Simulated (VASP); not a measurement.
# Cs4N3 (P-43m) in VASP: single point with PBE

Aim: the single point of Cs4N3 with PBE.

Program: VASP 6.6.1. These are calculated values, not measurements. Logs are shortened: lines on timing, memory, paths and dates and some standing lists are left out, and cuts for length are marked.

## (1) The cell of the first run

Symmetry: P-43m, No. 215, cubic system. Conventional cell: a = 6.361 Å, b = 6.361 Å, c = 6.361 Å, α = 90.00°, β = 90.00°, γ = 90.00°. Within 3.8 Å of Cs (site symmetry 3m) lie 3 N at 2.86 Å. Within 3.8 Å of N (site symmetry -42m) lie 4 Cs at 2.86 Å.

The cell was generated, and may not be a known phase.

## (2) Single point, PBE, collinear spin, ferromagnetic start

The input, INCAR:

```
PREC = Accurate
ENCUT = 520
EDIFF = 1E-6
ISMEAR = 0
SIGMA = 0.1
LREAL = F
LASPH = T
NELM = 150
ALGO = Normal
ISIF = 2
LWAVE = F
LCHARG = T
ISPIN = 2
MAGMOM = 0 0 0 0 1 1 1
LORBIT = 11
GGA = PE
LELF = T
LVHAR = T
NBANDS = 38
```

The input, KPOINTS:

```
regular mesh
0
Gamma
  4 4 4
```

The input, POSCAR:

```
Cs4N3
1.0
    6.3610148800      0.0000000000      0.0000000000
    0.0000000000      6.3610148800      0.0000000000
    0.0000000000      0.0000000000      6.3610148800
Cs N
4 3
Direct
    0.7237776700      0.2762223300      0.2762223300
    0.2762223300      0.7237776700      0.2762223300
    0.2762223300      0.2762223300      0.7237776700
    0.7237776700      0.7237776700      0.7237776700
    0.0000000000      0.0000000000      0.5000000000
    0.5000000000      0.0000000000      0.0000000000
    0.0000000000      0.5000000000      0.0000000000
```

Potentials or basis: VASP PAW PBE potentials, release 64 (Cs_sv, N).

Run with:

```bash
> cat potpaw_PBE.64/Cs_sv/POTCAR potpaw_PBE.64/N/POTCAR > POTCAR
> mpirun -np 1 vasp_std > vasp.out
```

OUTCAR:

```text
PREC = Accurate
   ENCUT = 520
   EDIFF = 1E-6
   ISMEAR = 0
   LREAL = F
   LASPH = T
   NELM = 150
   ISIF = 2
   ISPIN = 2
   LORBIT = 11
   GGA = PE

 ion  position               nearest neighbor table
   1  0.724  0.276  0.276-
   2  0.276  0.724  0.276-
   3  0.276  0.276  0.724-
   4  0.724  0.724  0.724-
   5  0.000  0.000  0.500-
   6  0.500  0.000  0.000-
   7  0.000  0.500  0.000-

  LATTYP: Found a simple cubic cell.
 ALAT       =     6.3610148800

  Lattice vectors:

 A1 = (   6.3610148800,   0.0000000000,   0.0000000000)
 A2 = (   0.0000000000,   6.3610148800,   0.0000000000)
 A3 = (   0.0000000000,   0.0000000000,   6.3610148800)

Analysis of symmetry for initial positions (statically):
=====================================================================
 Subroutine PRICEL returns:
 Original cell was already a primitive cell.

 Routine SETGRP: Setting up the symmetry group for a
 simple cubic supercell.

 Subroutine GETGRP returns: Found 24 space group operations
 (whereof 24 operations were pure point group operations)
 out of a pool of 48 trial point group operations.

The static configuration has the point symmetry T_d .

Analysis of symmetry for dynamics (positions and initial velocities):
=====================================================================
 Subroutine PRICEL returns:
 Original cell was already a primitive cell.

 Routine SETGRP: Setting up the symmetry group for a
 simple cubic supercell.

 Subroutine GETGRP returns: Found 24 space group operations
 (whereof 24 operations were pure point group operations)
 out of a pool of 48 trial point group operations.

The dynamic configuration has the point symmetry T_d .

Analysis of structural, dynamic, and magnetic symmetry:
=====================================================================
 Subroutine PRICEL returns:
 Original cell was already a primitive cell.

 Routine SETGRP: Setting up the symmetry group for a
 simple cubic supercell.

 Subroutine GETGRP returns: Found 24 space group operations
 (whereof 24 operations were pure point group operations)
 out of a pool of 48 trial point group operations.

The overall configuration has the point symmetry T_d .

 Subroutine INISYM returns: Found 24 space group operations
 (whereof 24 operations are pure point group operations),
 and found     1 'primitive' translations

[... 123 lines left out ...]
  volume of cell :      257.38
 maximum number of plane-waves:      6968
 NGX is ok and might be reduce to    48
   NGX = 23   NGY = 23   NGZ = 23

 number of electron      50.9999997 magnetization       5.0000311

 Free energy of the ion-electron system (eV)
  ---------------------------------------------------
  ext. energy  EPLUGINS =         0.00000000
  ---------------------------------------------------
  free energy    TOTEN  =       -19.89790048 eV

  energy without entropy =      -19.85856083  energy(sigma->0) =      -19.87823065

 E-fermi :   1.3917     XC(G=0):  -7.4790

 val. band max:        1.3865196407   @ k =   0.5000   0.5000   0.0000
 cond. band min:       1.4691367410   @ k =   0.5000   0.5000   0.2500
 fundamental gap:      0.0826171003
 Fermi energy:         1.3917296406

 spin component 1

 k-point     1 :       0.0000    0.0000    0.0000
  band No.  band energies     occupation
      1     -20.7157      1.00000
      2     -20.5280      1.00000
      3     -20.5280      1.00000
      4     -20.5280      1.00000
      5     -11.9323      1.00000
      6     -11.9323      1.00000
[... 389 lines left out ...]
     36       6.0666      0.00000
     37       6.6154      0.00000
 Fermi energy:         1.3917296406

 spin component 2

 k-point     1 :       0.0000    0.0000    0.0000
  band No.  band energies     occupation
      1     -20.6730      1.00000
      2     -20.4951      1.00000
      3     -20.4951      1.00000
      4     -20.4951      1.00000
      5     -10.0559      1.00000
      6     -10.0559      1.00000
[... 389 lines left out ...]
     36       6.5230      0.00000
     37       6.7386      0.00000
 [bands above 37 left out]

------------------------ aborting loop because EDIFF is reached ----------------------------------------

  FORCE on cell =-STRESS in cart. coord.  units (eV):
  Direction    XX          YY          ZZ          XY          YZ          ZX
  --------------------------------------------------------------------------------------
  -------------------------------------------------------------------------------------
  Total        2.5915417      2.5915417      2.5915417     -0.0000000      0.0000000     -0.0000000
  in kB       16.1320499     16.1320499     16.1320499     -0.0000000      0.0000000     -0.0000000
  external PRESSURE =      16.1320499 kB  Pullay stress =       0.0000000 kB

 VOLUME and BASIS-vectors are now :
 -----------------------------------------------------------------------------
  energy-cutoff  :      520.00
  volume of cell :      257.38
      direct lattice vectors                 reciprocal lattice vectors
     6.361014880  0.000000000  0.000000000     0.157207618  0.000000000  0.000000000
     0.000000000  6.361014880  0.000000000     0.000000000  0.157207618  0.000000000
     0.000000000  0.000000000  6.361014880     0.000000000  0.000000000  0.157207618

 POSITION                                       TOTAL-FORCE (eV/Angst)
 -----------------------------------------------------------------------------------
      4.60396      1.75705      1.75705         0.125003     -0.125003     -0.125003
      1.75705      4.60396      1.75705        -0.125003      0.125003     -0.125003
      1.75705      1.75705      4.60396        -0.125003     -0.125003      0.125003
      4.60396      4.60396      4.60396         0.125003      0.125003      0.125003
      0.00000      0.00000      3.18051        -0.000000      0.000000     -0.000000
      3.18051      0.00000      0.00000         0.000000      0.000000     -0.000000
      0.00000      3.18051      0.00000         0.000000      0.000000     -0.000000
 -----------------------------------------------------------------------------------
    total drift:                                0.000000      0.000000      0.000000

  FREE ENERGIE OF THE ION-ELECTRON SYSTEM (eV)
  ---------------------------------------------------
  free  energy   TOTEN  =       -19.8979004760 eV

  energy  without entropy=      -19.8585608281  energy(sigma->0) =      -19.87823065

 total charge

# of ion       s       p       d       tot
------------------------------------------
    1        1.841   4.655   0.084   6.581
    2        1.841   4.655   0.084   6.581
    3        1.841   4.655   0.084   6.581
    4        1.841   4.655   0.084   6.581
    5        1.312   2.128   0.000   3.440
    6        1.312   2.128   0.000   3.440
    7        1.312   2.128   0.000   3.440
--------------------------------------------------
tot         11.301  25.006   0.338  36.645

 magnetization (x)

# of ion       s       p       d       tot
------------------------------------------
    1        0.002   0.033   0.008   0.043
    2        0.002   0.033   0.008   0.043
    3        0.002   0.033   0.008   0.043
    4        0.002   0.033   0.008   0.043
    5        0.024   0.999   0.000   1.022
    6        0.024   0.999   0.000   1.022
    7        0.024   0.999   0.000   1.022
--------------------------------------------------
tot          0.081   3.128   0.031   3.240
```

OSZICAR:

```text
N       E                     dE             d eps       ncg     rms          rms(c)
DAV:   1     0.362423820036E+03    0.36242E+03   -0.20950E+04  1520   0.113E+03
DAV:   2     0.148491049877E+02   -0.34757E+03   -0.33391E+03  2060   0.213E+02
[... 12 lines left out ...]
DAV:  15    -0.198977460248E+02   -0.50248E-03   -0.16889E-03  1614   0.171E-01    0.662E-02
DAV:  16    -0.198978662107E+02   -0.12019E-03   -0.61247E-04  1604   0.141E-01    0.236E-02
DAV:  17    -0.198978603378E+02    0.58729E-05   -0.76602E-05  1720   0.375E-02    0.228E-02
DAV:  18    -0.198978981997E+02   -0.37862E-04   -0.66515E-05  1568   0.437E-02    0.117E-02
DAV:  19    -0.198978996445E+02   -0.14449E-05   -0.98188E-06  1598   0.151E-02    0.563E-03
DAV:  20    -0.198979004760E+02   -0.83143E-06   -0.22476E-06  1552   0.719E-03
   1 F= -.19897900E+02 E0= -.19878231E+02  d E =-.393396E-01  mag=     5.0000
```

stdout:

```text
POSCAR found type information on POSCAR CsN
 POSCAR found :  2 types and       7 ions
 scaLAPACK will be used
 LDA part: xc-table for (Slater+PW92), standard interpolation
 POSCAR, INCAR and KPOINTS ok, starting setup
 FFT: planning ... GRIDC
 FFT: planning ... GRID_SOFT
 FFT: planning ... GRID
 WAVECAR not read
 entering main loop
```

It took 3.5 min on 1 thread of AMD EPYC 7R13 (Zen 3), shared host; peak memory 0.44 GiB.

Results:

```yaml
Free_energy: -19.8979 eV
Pressure: 1.6 GPa
Largest_force: 0.217 eV/Å
Band_gap_on_the_k_mesh: zero (filled and empty bands overlap)
Net_moment: 5.00 μB per cell
Site_moments: Cs +0.04; N +1.02 μB
Valence_electrons_inside_the_program's_atomic_spheres: Cs 6.58; N 3.44
```

Forces in eV/Å, atoms in the order of the input:
```
Cs   0.125 -0.125 -0.125
Cs  -0.125  0.125 -0.125
Cs  -0.125 -0.125  0.125
Cs   0.125  0.125  0.125
N    0.000  0.000  0.000
N    0.000  0.000  0.000
N    0.000  0.000  0.000
```

Caveat: spin-orbit coupling is left out, which moves the levels of the heavy elements.

The gap in the log of VASP goes by the Fermi energy; the results here count the filled bands.